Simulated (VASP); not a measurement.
# BN (Pm) in VASP: single point with r2SCAN

Aim: the single point of BN with r2SCAN.

All numbers are computed with VASP 6.6.1; they aren't measurements. Logs are shortened: lines on timing, memory, paths and dates and some standing lists are left out, and cuts for length are marked.

## Step 1: The cell of the first run

Symmetry: Pm, No. 6, monoclinic system. Conventional cell: a = 2.504 Å, b = 6.661 Å, c = 2.504 Å, α = 90.00°, β = 120.00°, γ = 90.00°. B (site symmetry m) has 2 N at 1.20 to 1.48 Å within 1.6 Å. Within 1.9 Å of B (site symmetry m) lie 3 N at 1.45 Å. Within 1.9 Å of N (site symmetry m) lie 3 B at 1.45 Å. N (site symmetry m) has 2 B at 1.20 to 1.48 Å within 1.6 Å.

## Step 2: Single point, r2SCAN (atom 1 (B) moved by (-0.300, +0.000) A along x and y)

File POSCAR:

```
BN
1.0
    2.5039917043      0.0000000000      0.0000000000
   -1.2519958522      2.1685204268      0.0000000000
    0.0000000000      0.0000000000      6.6612000000
B N
2 2
Direct
    0.2135246297      0.6666666667      0.2500000000
    0.6666666667      0.3333333333      0.7500000000
    0.3333333333      0.6666666667      0.7500000000
    0.6666666667      0.3333333333      0.2500000000
```

File INCAR.step1:

```
PREC     = Accurate       # precision mode
ENCUT    = 520            # plane-wave cutoff, eV
ISMEAR   = 0              # smearing method
SIGMA    = 0.05           # smearing width, eV
LREAL    = F              # projectors in reciprocal space
LASPH    = T              # aspherical terms in the spheres
NELM     = 60             # most SCF steps
NBANDS   = 16             # bands
GGA      = PE             # functional
ALGO     = Normal         # electronic algorithm
EDIFF    = 1E-4           # SCF threshold, eV
LWAVE    = T              # write WAVECAR
LCHARG   = F              # write CHGCAR
```

File INCAR.step2:

```
PREC     = Accurate       # precision mode
ENCUT    = 520            # plane-wave cutoff, eV
EDIFF    = 1E-7           # SCF threshold, eV
ISMEAR   = 0              # smearing method
SIGMA    = 0.05           # smearing width, eV
LREAL    = F              # projectors in reciprocal space
LASPH    = T              # aspherical terms in the spheres
NELM     = 60             # most SCF steps
ALGO     = Normal         # electronic algorithm
ISIF     = 2              # what is computed and relaxed
LWAVE    = F              # write WAVECAR
LCHARG   = T              # write CHGCAR
METAGGA  = R2SCAN         # meta-GGA
LMIXTAU  = T            
LELF     = T              # ELF
LVHAR    = T            
NBANDS   = 16             # bands
ISTART   = 1
```

File KPOINTS:

```
regular mesh
0
Gamma
  12 12 4
```

Potentials or basis: VASP PAW PBE potentials, release 64 (B, N).

Run with:

```console
> cat potpaw_PBE.64/B/POTCAR potpaw_PBE.64/N/POTCAR > POTCAR
> cp INCAR.step1 INCAR
> mpirun -np 1 vasp_std > vasp.out
> cp INCAR.step2 INCAR
> mpirun -np 1 vasp_std > vasp.out
```

OUTCAR:

```text
PREC = Accurate
   ENCUT = 520
   EDIFF = 1E-7
   ISMEAR = 0
   LREAL = F
   LASPH = T
   NELM = 60
   ISIF = 2
   METAGGA = R2SCAN
   ISTART = 1

 ion  position               nearest neighbor table
   1  0.214  0.667  0.250-   4 1.20   4 1.48   4 1.71
   2  0.667  0.333  0.750-   3 1.45   3 1.45   3 1.45
   3  0.333  0.667  0.750-   2 1.45   2 1.45   2 1.45
   4  0.667  0.333  0.250-   1 1.20   1 1.48   1 1.71

  LATTYP: Found a hexagonal cell.
 ALAT       =     2.5039917043
 C/A-ratio  =     2.6602324555

  Lattice vectors:

 A1 = (   2.5039917043,   0.0000000000,   0.0000000000)
 A2 = (  -1.2519958522,   2.1685204268,   0.0000000000)
 A3 = (   0.0000000000,   0.0000000000,   6.6612000000)

Analysis of symmetry for initial positions (statically):
=====================================================================
 Subroutine PRICEL returns:
 Original cell was already a primitive cell.

 Routine SETGRP: Setting up the symmetry group for a
 hexagonal supercell.

 Subroutine GETGRP returns: Found  2 space group operations
 (whereof  1 operations were pure point group operations)
 out of a pool of 24 trial point group operations.

The static configuration has the point symmetry C_1 .
 The point group associated with its full space group is C_1h.

Analysis of symmetry for dynamics (positions and initial velocities):
=====================================================================
 Subroutine PRICEL returns:
 Original cell was already a primitive cell.

 Routine SETGRP: Setting up the symmetry group for a
 hexagonal supercell.

 Subroutine GETGRP returns: Found  2 space group operations
 (whereof  1 operations were pure point group operations)
 out of a pool of 24 trial point group operations.

The dynamic configuration has the point symmetry C_1 .
 The point group associated with its full space group is C_1h.

 Subroutine INISYM returns: Found  2 space group operations
 (whereof  1 operations are pure point group operations),
 and found     1 'primitive' translations

----------------------------------------------------------------------------------------

                                     Primitive cell

  volume of cell :      36.1700

  direct lattice vectors                    reciprocal lattice vectors
     2.503991704  0.000000000  0.000000000     0.399362345  0.230571958  0.000000000
    -1.251995852  2.168520427  0.000000000     0.000000000  0.461143915  0.000000000
     0.000000000  0.000000000  6.661200000     0.000000000  0.000000000  0.150123101

  length of vectors
     2.503991704  2.503991704  6.661200000     0.461143915  0.461143915  0.150123101

  position of ions in fractional coordinates (direct lattice)
     0.213524630  0.666666667  0.250000000
     0.666666667  0.333333333  0.750000000
     0.333333333  0.666666667  0.750000000
     0.666666667  0.333333333  0.250000000

  ion indices of the primitive-cell ions
   primitive index   ion index
                 1           1
                 2           2
                 3           3
                 4           4

----------------------------------------------------------------------------------------

 KPOINTS: regular mesh

Automatic generation of k-mesh.
 Grid dimensions read from file:
 generate k-points for:   12   12    4

 Generating k-lattice:

  Cartesian coordinates                     Fractional coordinates (reciprocal lattice)
     0.033280195  0.019214330  0.000000000     0.083333333 -0.000000000  0.000000000
     0.000000000  0.038428660  0.000000000     0.000000000  0.083333333  0.000000000
     0.000000000  0.000000000  0.037530775     0.000000000  0.000000000  0.250000000

  Length of vectors
     0.038428660  0.038428660  0.037530775

  Shift w.r.t. Gamma in fractional coordinates (k-lattice)
     0.000000000  0.000000000  0.000000000

 Subroutine IBZKPT returns following result:
 ===========================================

 Found    222 irreducible k-points:

 Following reciprocal coordinates:
            Coordinates               Weight
  0.000000  0.000000  0.000000      1.000000
  0.083333  0.000000  0.000000      2.000000
  0.000000  0.083333  0.000000      2.000000
 -0.083333  0.083333  0.000000      2.000000
  0.166667  0.000000  0.000000      2.000000
  0.000000  0.166667  0.000000      2.000000
[... 16 lines left out ...]
  0.166667  0.083333  0.000000      2.000000
 -0.083333  0.250000  0.000000      2.000000
 [... further k-points ...]
   k-points           NKPTS =    222   k-points in BZ     NKDIM =    222   number of bands    NBANDS=     16
   number of dos      NEDOS =    301   number of ions     NIONS =      4
   total plane-waves  NPLWV =  20000
   dimension x,y,z NGX =    20 NGY =   20 NGZ =   50
   dimension x,y,z NGXF=    40 NGYF=   40 NGZF=  100
   ions per type =               2   2
   NGX,Y,Z   is equivalent  to a cutoff of  13.28, 13.28, 12.48 a.u.
   NGXF,Y,Z  is equivalent  to a cutoff of  26.56, 26.56, 24.96 a.u.
 SYSTEM =  unknown system
   PREC   = accura    normal or accurate (medium, high low for compatibility)
   ISTART =      1    job   : 0-new  1-cont  2-samecut
   ICHARG =      0    charge: 1-file 2-atom 10-const
   ISPIN  =      1    spin polarized calculation?
   LNONCOLLINEAR =      F non collinear calculations
   LSORBIT =      F    spin-orbit coupling
   LASPH  =      T    aspherical Exc in radial PAW
   ENCUT  =  520.0 eV  38.22 Ry    6.18 a.u.   4.66  4.66 12.39*2*pi/ulx,y,z
   NELM   =     60;   NELMIN=  2; NELMDL=  0     # of ELM steps
   EDIFF  = 0.1E-06   stopping-criterion for ELM
   LREAL  =      F    real-space projection
   EDIFFG = 0.1E-05   stopping-criterion for IOM
   NSW    =      0    number of steps for IOM
   IBRION =     -1    ionic relax: 0-MD 1-quasi-New 2-CG
   NFREE  =      0    steps in history (QN), initial steepest desc. (CG)
   ISIF   =      2    stress and relaxation
   ISYM   =      2    0-nonsym 1-usesym 2-fastsym
   POTIM  = 0.5000    time-step for ionic-motion
   TEBEG  =    0.0;   TEEND  =   0.0 temperature during run
   PSTRESS=    0.0 pullay stress
   NELECT =      16.0000    total number of electrons
   NUPDOWN=      -1.0000    fix difference up-down
   EMIN   =  10.00;   EMAX   =-10.00  energy-range for DOS
   EFERMI =   0.00;   METHOD = LEGACY
   ISMEAR =     0;   SIGMA  =   0.05  broadening in eV -4-tet -1-fermi 0-gaus
   EFERMI_NEDOS =   21; number of points for ismear=-14 and -15
   IALGO  =     38    algorithm
   IMIX   =      4    mixing-type and parameters
     AMIX     =   0.40;   BMIX     =  1.00
     AMIX_MAG =   1.60;   BMIX_MAG =  1.00
  volume/ion in A,a.u.               =       9.04        61.02
  Fermi-wavevector in a.u.,A,eV,Ry     =   1.247379  2.357205 21.170055  1.555955
  Thomas-Fermi vector in A             =   2.381514
   LORBIT       =      0    0 simple, 1 ext, 2 COOP (PROOUT), +10 PAW based schemes
   METAGGA = R2SCAN    functional components
   LHFCALC =     F    Hartree Fock is set to
   AEXX    =    0.0000 exact exchange contribution
   IVDW    =     0    specifies the selected vdW correction
   LEPSILON=     F    determine dielectric tensor
   LRPA    =     F    only Hartree local field effects (RPA)
 non-spin polarized calculation
 Gauss-broadening in eV      SIGMA  =   0.05
  energy-cutoff  :      520.00
  volume of cell :       36.17
 maximum number of plane-waves:       992
   NGX =  9   NGY =  9   NGZ = 25

 number of electron      15.9999998 magnetization

 Free energy of the ion-electron system (eV)
  ---------------------------------------------------
  ext. energy  EPLUGINS =         0.00000000
  ---------------------------------------------------
  free energy    TOTEN  =       -36.65660439 eV

  energy without entropy =      -36.65660439  energy(sigma->0) =      -36.65660439

 E-fermi :   3.8951     XC(G=0): -10.6862

 val. band max:        3.6193113727   @ k =   0.0000   0.0000   0.5000
 cond. band min:       6.1908934788   @ k =   0.5000   0.0000   0.5000
 fundamental gap:      2.5715821062
 Fermi energy:         3.8950971042

 k-point     1 :       0.0000    0.0000    0.0000
  band No.  band energies     occupation
      1     -16.8636      2.00000
      2     -16.5816      2.00000
      3      -4.4877      2.00000
      4      -2.6097      2.00000
      5      -2.3731      2.00000
      6       0.5730      2.00000
[... 8 lines left out ...]
     15      16.5483      0.00000
     16      17.1597      0.00000

 k-point     2 :       0.0833    0.0000    0.0000
  band No.  band energies     occupation
      1     -16.7309      2.00000
      2     -16.4557      2.00000
      3      -4.2907      2.00000
      4      -2.9013      2.00000
      5      -2.1944      2.00000
      6      -0.0165      2.00000
[... 8 lines left out ...]
     15      15.8870      0.00000
     16      17.4188      0.00000

 k-point     3 :       0.0000    0.0833    0.0000
  band No.  band energies     occupation
      1     -16.7273      2.00000
      2     -16.4512      2.00000
      3      -4.2954      2.00000
      4      -2.8745      2.00000
      5      -2.1999      2.00000
      6      -0.0165      2.00000
[... 8 lines left out ...]
     15      15.9640      0.00000
     16      17.6336      0.00000

 k-point     4 :      -0.0833    0.0833    0.0000
  band No.  band energies     occupation
      1     -16.7208      2.00000
      2     -16.4426      2.00000
      3      -4.3029      2.00000
      4      -2.7648      2.00000
      5      -2.2096      2.00000
      6      -0.0166      2.00000
[... 8 lines left out ...]
     15      16.0706      0.00000
     16      17.6019      0.00000
[... 324 lines left out ...]
 k-point    22 :      -0.1667    0.0833    0.0000
  band No.  band energies     occupation
      1     -16.4530      2.00000
      2     -16.1868      2.00000
      3      -3.9201      2.00000
      4      -3.2301      2.00000
      5      -1.8678      2.00000
      6      -0.9836      2.00000
[... 8 lines left out ...]
     15      16.0152      0.00000
     16      18.1658      0.00000

 k-point    23 :       0.1667    0.0833    0.0000
  band No.  band energies     occupation
      1     -15.9984      2.00000
      2     -15.7218      2.00000
      3      -4.3688      2.00000
      4      -3.1223      2.00000
      5      -2.5476      2.00000
      6      -1.1472      2.00000
[... 8 lines left out ...]
     15      17.5804      0.00000
     16      18.4476      0.00000

 k-point    24 :      -0.0833    0.2500    0.0000
  band No.  band energies     occupation
      1     -15.9167      2.00000
      2     -15.6690      2.00000
      3      -4.0752      2.00000
      4      -3.2036      2.00000
      5      -2.5474      2.00000
      6      -1.2415      2.00000
[... 8 lines left out ...]
     15      17.9882      0.00000
     16      18.1975      0.00000

 [... further k-points ...]

------------------------ aborting loop because EDIFF is reached ----------------------------------------

  FORCE on cell =-STRESS in cart. coord.  units (eV):
  Direction    XX          YY          ZZ          XY          YZ          ZX
  --------------------------------------------------------------------------------------
  -------------------------------------------------------------------------------------
  Total        7.3387593      4.4132930      0.0948054      5.4751124      0.0000000      0.0000000
  in kB      325.0755821    195.4899629      4.1994707    242.5240146      0.0000000      0.0000000
  external PRESSURE =     174.9216719 kB  Pullay stress =       0.0000000 kB

 VOLUME and BASIS-vectors are now :
 -----------------------------------------------------------------------------
  energy-cutoff  :      520.00
  volume of cell :       36.17
      direct lattice vectors                 reciprocal lattice vectors
     2.503991704  0.000000000  0.000000000     0.399362345  0.230571958  0.000000000
    -1.251995852  2.168520427  0.000000000     0.000000000  0.461143915  0.000000000
     0.000000000  0.000000000  6.661200000     0.000000000  0.000000000  0.150123101

 POSITION                                       TOTAL-FORCE (eV/Angst)
 -----------------------------------------------------------------------------------
     -0.30000      1.44568      1.66530        13.498579      7.009933      0.000000
      1.25200      0.72284      4.99590        -0.000729     -0.000836      0.000000
     -0.00000      1.44568      4.99590        -0.000079      0.007993      0.000000
      1.25200      0.72284      1.66530       -13.497772     -7.017091      0.000000
 -----------------------------------------------------------------------------------
    total drift:                               -0.000308     -0.000164      0.000000

  FREE ENERGIE OF THE ION-ELECTRON SYSTEM (eV)
  ---------------------------------------------------
  free  energy   TOTEN  =       -36.6566043929 eV

  energy  without entropy=      -36.6566043929  energy(sigma->0) =      -36.65660439
```

It took 8.7 min on 1 thread of AMD EPYC 7R43 (Zen 3), shared host; peak memory 0.2 GiB.

What came out:

| Item | Value |
| --- | --- |
| Free energy | -36.6566 eV |
| Pressure | 17.5 GPa |
| Largest force | 15.213 eV/Å |
| Band gap on the k mesh | 2.57 eV (least direct gap 3.92 eV) |

Forces in eV/Å, atoms in the order of the input:
```
B    13.499   7.010   0.000
B    -0.001  -0.001   0.000
N     0.000   0.008   0.000
N   -13.498  -7.017   0.000
```

Levels at points of the mesh, in eV from the valence-band top:
```
           k point  band 5  band 6  band 7  band 8  band 9  band 10  band 11  band 12
(0.00, 0.00, 0.00)   -5.99   -3.05   -3.05    0.00    3.92     7.64     9.37    10.65
(0.50, 0.00, 0.00)   -5.97   -4.42   -2.87   -2.09    2.66     4.09     8.53     8.87
(0.00, 0.50, 0.00)   -5.97   -4.61   -3.31   -2.26    3.21     4.84     6.09     8.72
(0.50, 0.50, 0.00)   -7.42   -5.97   -3.90   -2.43    3.63     6.56     7.87     8.80
(0.00, 0.00, 0.50)   -6.21   -3.05   -3.05    0.00    6.21     6.35     7.85    10.65
(0.50, 0.00, 0.50)   -5.97   -4.42   -2.62   -2.22    2.57     3.62     8.78     8.94
(0.00, 0.50, 0.50)   -5.97   -4.61   -2.91   -2.62    3.64     3.92     6.17     8.91
(0.50, 0.50, 0.50)   -7.42   -5.97   -3.70   -2.63    3.64     5.95     8.14     8.93
```

Caveat: the cell differs from its parent crystal (atom 1 (B) moved by (-0.300, +0.000) A along x and y); the cell stands under pressure; the PAW data sets were made with another functional, which shifts forces and pressure a little. A k mesh can miss the band edges.
